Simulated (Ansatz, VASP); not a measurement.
**One calculation of KCl, two programs**

```
CELL_PARAMETERS angstrom
0.00000 3.09167 3.09167
3.09167 0.00000 3.09167
3.09167 3.09167 0.00000
ATOMIC_POSITIONS crystal
K 0.00000 0.00000 0.00000
Cl 0.50000 0.50000 0.50000
```

Change from the starting cell: volume scaled by 0.94.

Alike in both runs: task single point; functional LDA; k mesh 7 × 7 × 7; occupations fermi-dirac, width 0.03 eV; no spin polarisation.

|  | VASP | Ansatz |
| --- | --- | --- |
| version | VASP 6.6.1 | Ansatz 0.2.0 |
| potentials or method | VASP PAW LDA potentials, release 64 (K_sv, Cl), cutoff 520 eV | all-electron LAPW, scalar-relativistic |

VASP gave:

| Item | Value |
| --- | --- |
| gap on the k mesh at the Fermi level (eV) | 4.93 |
| pressure (GPa) | -1.0 |

Problem. Estimate Ansatz's values.

Solution. gap on the k mesh at the Fermi level (eV): 4.92; pressure (GPa): -1.1.

LDA's correlation is that of Perdew and Zunger in VASP and of Perdew and Wang (1992) in Ansatz. Ansatz ran all-electron here, and VASP with PAW potentials.
